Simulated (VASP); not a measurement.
# SiN (Fm-3m) in VASP: notebook, part 2 of 2

VASP 6.6.1.

### Step 3. Single point, PBE

File INCAR:

```
PREC = Accurate
ENCUT = 600
EDIFF = 1E-6
ISMEAR = 0
SIGMA = 0.2
LREAL = False
LASPH = True
NELM = 120
ALGO = Normal
ISIF = 2
LWAVE = False
LCHARG = True
GGA = PE
LELF = True
LVHAR = True
NBANDS = 12
GGA_COMPAT = False
```

File KPOINTS:

```
regular mesh
0
Gamma
  7 7 7
```

File POSCAR:

```
SiN
1.0
    0.0000000000      2.1321070366      2.1321070366
    2.1321070366      0.0000000000      2.1321070366
    2.1321070366      2.1321070366      0.0000000000
Si N
1 1
Direct
    0.0000000000      0.0000000000      0.0000000000
    0.5000000000      0.5000000000      0.5000000000
```

Potentials or basis: VASP PAW PBE potentials, release 64 (Si, N).

On the command line:

```bash
cat potpaw_PBE.64/Si/POTCAR potpaw_PBE.64/N/POTCAR > POTCAR
mpirun -np 1 vasp_std > vasp.out
```

OUTCAR:

```text
PREC = Accurate
   ENCUT = 600
   EDIFF = 1E-6
   ISMEAR = 0
   LREAL = False
   LASPH = True
   NELM = 120
   ISIF = 2
   GGA = PE

 ion  position               nearest neighbor table
   1  0.000  0.000  0.000-   2 2.13   2 2.13   2 2.13   2 2.13   2 2.13   2 2.13
   2  0.500  0.500  0.500-   1 2.13   1 2.13   1 2.13   1 2.13   1 2.13   1 2.13

  LATTYP: Found a face centered cubic cell.
 ALAT       =     4.2642140732

  Lattice vectors:

 A1 = (   0.0000000000,   2.1321070366,   2.1321070366)
 A2 = (   2.1321070366,   0.0000000000,   2.1321070366)
 A3 = (   2.1321070366,   2.1321070366,   0.0000000000)

Analysis of symmetry for initial positions (statically):
=====================================================================
 Subroutine PRICEL returns:
 Original cell was already a primitive cell.

 Routine SETGRP: Setting up the symmetry group for a
 face centered cubic supercell.

 Subroutine GETGRP returns: Found 48 space group operations
 (whereof 48 operations were pure point group operations)
 out of a pool of 48 trial point group operations.

The static configuration has the point symmetry O_h .

Analysis of symmetry for dynamics (positions and initial velocities):
=====================================================================
 Subroutine PRICEL returns:
 Original cell was already a primitive cell.

 Routine SETGRP: Setting up the symmetry group for a
 face centered cubic supercell.

 Subroutine GETGRP returns: Found 48 space group operations
 (whereof 48 operations were pure point group operations)
 out of a pool of 48 trial point group operations.

The dynamic configuration has the point symmetry O_h .

 Subroutine INISYM returns: Found 48 space group operations
 (whereof 48 operations are pure point group operations),
 and found     1 'primitive' translations

----------------------------------------------------------------------------------------

                                     Primitive cell

[... 112 lines left out ...]
   AEXX    =    0.0000 exact exchange contribution
   IVDW    =     0    specifies the selected vdW correction
   LEPSILON=     F    determine dielectric tensor
   LRPA    =     F    only Hartree local field effects (RPA)
 non-spin polarized calculation
 Gauss-broadening in eV      SIGMA  =   0.20
  energy-cutoff  :      600.00
  volume of cell :       19.38
 maximum number of plane-waves:       658
   NGX = 13   NGY = 13   NGZ = 13

 number of electron       8.9999998 magnetization

 Free energy of the ion-electron system (eV)
  ---------------------------------------------------
  ext. energy  EPLUGINS =         0.00000000
  ---------------------------------------------------
  free energy    TOTEN  =       -12.84372983 eV

  energy without entropy =      -12.81737195  energy(sigma->0) =      -12.83055089

 E-fermi :  11.9635     XC(G=0): -12.0017

 val. band max:       11.9264405768   @ k =   0.4286   0.2857   0.1429
 cond. band min:      12.0856415440   @ k =  -0.4286   0.2857   0.1429
 fundamental gap:      0.1592009672
 Fermi energy:        11.9635023345

 k-point     1 :       0.0000    0.0000    0.0000
  band No.  band energies     occupation
      1      -8.6849      2.00000
      2       7.8338      2.00000
      3       7.8338      2.00000
      4       7.8338      2.00000
      5       9.5145      2.00000
      6      19.2432      0.00000
      7      19.2432      0.00000
      8      19.2432      0.00000
      9      20.3694      0.00000
     10      20.3694      0.00000
     11      20.3694      0.00000
     12      23.7712      0.00000
[... 271 lines left out ...]
 k-point    20 :      -0.2857    0.4286    0.1429
  band No.  band energies     occupation
      1      -4.6874      2.00000
      2       1.8890      2.00000
      3       2.3432      2.00000
      4       4.4563      2.00000
      5      11.4759      1.99944
      6      15.6808      0.00000
      7      17.4214      0.00000
      8      18.0798      0.00000
      9      21.8705      0.00000
     10      24.2137      0.00000
     11      29.6955      0.00000
     12      30.4273      0.00000

------------------------ aborting loop because EDIFF is reached ----------------------------------------

  FORCE on cell =-STRESS in cart. coord.  units (eV):
  Direction    XX          YY          ZZ          XY          YZ          ZX
  --------------------------------------------------------------------------------------
  -------------------------------------------------------------------------------------
  Total       -0.0715213     -0.0715213     -0.0715213      0.0000000      0.0000000     -0.0000000
  in kB       -5.9113803     -5.9113803     -5.9113803      0.0000000      0.0000000     -0.0000000
  external PRESSURE =      -5.9113803 kB  Pullay stress =       0.0000000 kB

 VOLUME and BASIS-vectors are now :
 -----------------------------------------------------------------------------
  energy-cutoff  :      600.00
  volume of cell :       19.38
      direct lattice vectors                 reciprocal lattice vectors
     0.000000000  2.132107037  2.132107037    -0.234509802  0.234509802  0.234509802
     2.132107037  0.000000000  2.132107037     0.234509802 -0.234509802  0.234509802
     2.132107037  2.132107037  0.000000000     0.234509802  0.234509802 -0.234509802

 POSITION                                       TOTAL-FORCE (eV/Angst)
 -----------------------------------------------------------------------------------
      0.00000      0.00000      0.00000        -0.000000     -0.000000     -0.000000
      2.13211      2.13211      2.13211         0.000000      0.000000      0.000000
 -----------------------------------------------------------------------------------
    total drift:                               -0.000000     -0.000000      0.000000

  FREE ENERGIE OF THE ION-ELECTRON SYSTEM (eV)
  ---------------------------------------------------
  free  energy   TOTEN  =       -12.8437298294 eV

  energy  without entropy=      -12.8173719506  energy(sigma->0) =      -12.83055089
```

OSZICAR:

```text
N       E                     dE             d eps       ncg     rms          rms(c)
DAV:   1     0.137195914312E+02    0.13720E+02   -0.46405E+03   512   0.689E+02
DAV:   2    -0.129562620277E+02   -0.26676E+02   -0.25190E+02   592   0.153E+02
DAV:   3    -0.138243738710E+02   -0.86811E+00   -0.86076E+00   620   0.222E+01
DAV:   4    -0.138266991526E+02   -0.23253E-02   -0.23250E-02   520   0.131E+00
DAV:   5    -0.138267058904E+02   -0.67378E-05   -0.67372E-05   620   0.727E-02    0.676E+00
DAV:   6    -0.128435742105E+02    0.98313E+00   -0.62329E+00   568   0.127E+01    0.285E+00
DAV:   7    -0.128450135555E+02   -0.14393E-02   -0.17530E-01   512   0.313E+00    0.179E+00
DAV:   8    -0.128449637579E+02    0.49798E-04   -0.26597E-02   536   0.123E+00    0.322E-01
DAV:   9    -0.128436650009E+02    0.12988E-02   -0.63557E-03   568   0.447E-01    0.954E-02
DAV:  10    -0.128437326977E+02   -0.67697E-04   -0.30614E-04   548   0.129E-01    0.211E-02
DAV:  11    -0.128437302009E+02    0.24968E-05   -0.13401E-05   584   0.195E-02    0.791E-03
DAV:  12    -0.128437298294E+02    0.37152E-06   -0.10265E-06   344   0.748E-03
   1 F= -.12843730E+02 E0= -.12830551E+02  d E =-.263579E-01
```

stdout:

```text
POSCAR found type information on POSCAR SiN
 POSCAR found :  2 types and       2 ions
 scaLAPACK will be used
 LDA part: xc-table for (Slater+PW92), standard interpolation
 POSCAR, INCAR and KPOINTS ok, starting setup
 FFT: planning ... GRIDC
 FFT: planning ... GRID_SOFT
 FFT: planning ... GRID
 WAVECAR not read
 entering main loop
```

It took 7.8 s on 1 thread of AMD EPYC 7R13, shared host; peak memory 0.1 GiB.

What came out:

```
Free energy : -12.8437 eV
Pressure    : -0.6 GPa
```

Caveat: the k points lie up to 0.36 Å⁻¹ apart.

### Step 4. Relaxation of cell and atoms, PBE

This run uses another cell than the first one, of 12.47 Å³/atom, 1.285 times its volume.

File INCAR:

```
  PREC = Accurate
  ENCUT = 600
  EDIFF = 1E-7
  ISMEAR = 0
  SIGMA = 0.2
  LREAL = False
  LASPH = True
  NELM = 120
  ALGO = Normal
  ISIF = 3
  LWAVE = False
  LCHARG = False
  GGA = PE
  IBRION = 2
  NSW = 36
  EDIFFG = -0.08
  GGA_COMPAT = False
  NELMIN = 4
```

File KPOINTS:

```
Automatic mesh
0
Gamma
  7 7 7
```

File POSCAR:

```
SiN
1.0
    0.0000000000      2.3191221400      2.3191221400
    2.3191221400      0.0000000000      2.3191221400
    2.3191221400      2.3191221400      0.0000000000
Si N
1 1
Direct
    0.0000000000      0.0000000000      0.0000000000
    0.5000000000      0.5000000000      0.5000000000
```

Potentials or basis: VASP PAW PBE potentials, release 64 (Si, N).

On the command line:

```bash
cat potpaw_PBE.64/Si/POTCAR potpaw_PBE.64/N/POTCAR > POTCAR
mpirun -np 1 vasp_std > vasp.out
```

OUTCAR:

```text
PREC = Accurate
   ENCUT = 600
   EDIFF = 1E-7
   ISMEAR = 0
   LREAL = False
   LASPH = True
   NELM = 120
   ISIF = 3
   GGA = PE
   IBRION = 2
   NSW = 36
   EDIFFG = -0.08
   NELMIN = 4

 ion  position               nearest neighbor table
   1  0.000  0.000  0.000-   2 2.32   2 2.32   2 2.32   2 2.32   2 2.32   2 2.32
   2  0.500  0.500  0.500-   1 2.32   1 2.32   1 2.32   1 2.32   1 2.32   1 2.32

  LATTYP: Found a face centered cubic cell.
 ALAT       =     4.6382442800

  Lattice vectors:

 A1 = (   0.0000000000,   2.3191221400,   2.3191221400)
 A2 = (   2.3191221400,   0.0000000000,   2.3191221400)
 A3 = (   2.3191221400,   2.3191221400,   0.0000000000)

Analysis of symmetry for initial positions (statically):
=====================================================================
 Subroutine PRICEL returns:
 Original cell was already a primitive cell.

 Routine SETGRP: Setting up the symmetry group for a
 face centered cubic supercell.

 Subroutine GETGRP returns: Found 48 space group operations
 (whereof 48 operations were pure point group operations)
 out of a pool of 48 trial point group operations.

The static configuration has the point symmetry O_h .

Analysis of symmetry for dynamics (positions and initial velocities):
=====================================================================
 Subroutine PRICEL returns:
 Original cell was already a primitive cell.

 Routine SETGRP: Setting up the symmetry group for a
 face centered cubic supercell.

 Subroutine GETGRP returns: Found 48 space group operations
 (whereof 48 operations were pure point group operations)
 out of a pool of 48 trial point group operations.

The dynamic configuration has the point symmetry O_h .

 Subroutine INISYM returns: Found 48 space group operations
 (whereof 48 operations are pure point group operations),
 and found     1 'primitive' translations

----------------------------------------------------------------------------------------

                                     Primitive cell

  volume of cell :      24.9460

  direct lattice vectors                    reciprocal lattice vectors
     0.000000000  2.319122140  2.319122140    -0.215598821  0.215598821  0.215598821
[... 91 lines left out ...]
   PSTRESS=    0.0 pullay stress
   NELECT =       9.0000    total number of electrons
   NUPDOWN=      -1.0000    fix difference up-down
   EMIN   =  10.00;   EMAX   =-10.00  energy-range for DOS
   EFERMI =   0.00;   METHOD = LEGACY
   ISMEAR =     0;   SIGMA  =   0.20  broadening in eV -4-tet -1-fermi 0-gaus
   EFERMI_NEDOS =   21; number of points for ismear=-14 and -15
   IALGO  =     38    algorithm
   IMIX   =      4    mixing-type and parameters
     AMIX     =   0.40;   BMIX     =  1.00
     AMIX_MAG =   1.60;   BMIX_MAG =  1.00
  volume/ion in A,a.u.               =      12.47        84.17
  Fermi-wavevector in a.u.,A,eV,Ry     =   1.165437  2.202356 18.480016  1.358243
  Thomas-Fermi vector in A             =   2.301963
   LORBIT       =      0    0 simple, 1 ext, 2 COOP (PROOUT), +10 PAW based schemes
   GGA     = PE    functional components
   LHFCALC =     F    Hartree Fock is set to
   AEXX    =    0.0000 exact exchange contribution
   IVDW    =     0    specifies the selected vdW correction
   LEPSILON=     F    determine dielectric tensor
   LRPA    =     F    only Hartree local field effects (RPA)
 conjugate gradient relaxation of ions
 non-spin polarized calculation
 Gauss-broadening in eV      SIGMA  =   0.20
  energy-cutoff  :      600.00
  volume of cell :       24.95
 maximum number of plane-waves:       869
 NGX is ok and might be reduce to    28
   NGX = 13   NGY = 13   NGZ = 13

--------------------------------------- Ionic step        1  -------------------------------------------

 number of electron       9.0000000 magnetization

 Free energy of the ion-electron system (eV)
  ---------------------------------------------------
  ext. energy  EPLUGINS =         0.00000000
  ---------------------------------------------------
  free energy    TOTEN  =       -12.22105505 eV

  energy without entropy =      -12.19170946  energy(sigma->0) =      -12.20638226

 E-fermi :   7.6067     XC(G=0): -10.8751

 val. band max:        7.5072577262   @ k =   0.4286   0.2857   0.1429
 cond. band min:       7.6257360909   @ k =   0.2857   0.0000   0.0000
 fundamental gap:      0.1184783647
 Fermi energy:         7.6067022847

 k-point     1 :       0.0000    0.0000    0.0000
  band No.  band energies     occupation
      1      -9.4432      2.00000
      2       4.0667      2.00000
      3       5.1690      2.00000
      4       5.1690      2.00000
      5       5.1690      2.00000
      6      14.6542      0.00000
      7      14.6542      0.00000
      8      14.6542      0.00000
[... 278 lines left out ...]
--------------------------------------- Ionic step        3  -------------------------------------------

 number of electron       9.0000000 magnetization

 Free energy of the ion-electron system (eV)
  ---------------------------------------------------
  ext. energy  EPLUGINS =         0.00000000
  ---------------------------------------------------
  free energy    TOTEN  =       -12.85251897 eV

  energy without entropy =      -12.82608668  energy(sigma->0) =      -12.83930283

 E-fermi :  12.0391     XC(G=0): -12.0199

 val. band max:       12.0040575267   @ k =   0.4286   0.2857   0.1429
 cond. band min:      12.1604159544   @ k =  -0.4286   0.2857   0.1429
 fundamental gap:      0.1563584276
 Fermi energy:        12.0391445242

 k-point     1 :       0.0000    0.0000    0.0000
  band No.  band energies     occupation
      1      -8.6723      2.00000
      2       7.8788      2.00000
      3       7.8788      2.00000
      4       7.8788      2.00000
      5       9.6113      2.00000
      6      19.2997      0.00000
      7      19.2997      0.00000
      8      20.4683      0.00000
[... 236 lines left out ...]
  FREE ENERGIE OF THE ION-ELECTRON SYSTEM (eV)
  ---------------------------------------------------
  free  energy   TOTEN  =       -12.8525189744 eV

  energy  without entropy=      -12.8260866758  energy(sigma->0) =      -12.83930283

 reached required accuracy - stopping structural energy minimisation
```

CONTCAR:

```text
SiN
   1.00000000000000
     0.0000000000000000    2.1293482303859874    2.1293482303859874
     2.1293482303859874    0.0000000000000000    2.1293482303859874
     2.1293482303859874    2.1293482303859874   -0.0000000000000000
  Si              N
     1     1
Direct
     0.0000000000000000    0.0000000000000000    0.0000000000000000
     0.5000000000000000    0.5000000000000000    0.5000000000000000

  0.00000000E+00  0.00000000E+00  0.00000000E+00
  0.00000000E+00  0.00000000E+00  0.00000000E+00
```

It took 22 s on 1 thread of AMD EPYC 7R13, shared host; peak memory 0.12 GiB.

Results:

| Item | Value |
| --- | --- |
| Free energy | -12.8525 eV |
| Relaxed volume | 9.65 Å³/atom |
| Relaxed cell | a = 3.011 Å, b = 3.011 Å, c = 3.011 Å, α = 60.00°, β = 60.00°, γ = 60.00° |
| Space group after relaxing (to 0.05 Å) | Fm-3m (No. 225) |
| Energy gained by relaxing | 315.7 meV/atom |
| Ionic steps | 3 |
| Pressure after relaxing | 0.1 GPa |

The path:
| step | energy change (eV) | largest force (eV/Å) | pressure (GPa) | volume (Å³) |
| --- | --- | --- | --- | --- |
| 1 | 0.0000 | 0.0000 | -28.64 | 24.95 |
| 2 | -0.5409 | 0.0000 | 19.45 | 17.73 |
| 3 | -0.6315 | 0.0000 | 0.14 | 19.31 |

Final structure:
```cif
data_structure
_symmetry_space_group_name_H-M 'P 1'
_symmetry_Int_Tables_number 1
_cell_length_a 3.0114
_cell_length_b 3.0114
_cell_length_c 3.0114
_cell_angle_alpha 60.000
_cell_angle_beta 60.000
_cell_angle_gamma 60.000
_cell_volume 19.31
loop_
_atom_site_label
_atom_site_type_symbol
_atom_site_fract_x
_atom_site_fract_y
_atom_site_fract_z
_atom_site_occupancy
Si1 Si 0.00000 0.00000 0.00000 1
N1 N 0.50000 0.50000 0.50000 1
```

Caveat: the volume moved by over 15 % at a fixed basis, so the end points are rough.

### Step 5. Summary

| task | cell | gap on the mesh (eV) | pressure (GPa) |
| --- | --- | --- | --- |
| single point | a = 3.016 Å, angles 60.0°, 2 atoms | none | -0.8 |
| single point | a = 3.015 Å, angles 60.0°, 2 atoms | none | -0.6 |
| relaxation of cell and atoms | relaxed from a = 3.280 Å, angles 60.0°, 2 atoms | none | 0.1 |

Alike in all rows: level PBE; potentials or basis VASP PAW PBE potentials, release 64 (Si, N); no spin polarisation; k mesh 7 × 7 × 7; cutoff (eV) 600; smearing gaussian 0.2 eV.

Caveats: some runs use coarse meshes; the volume moved by over 15 % at a fixed basis, so the end points are rough (some runs).

Absolute energies hang on the potentials; compare differences alone.
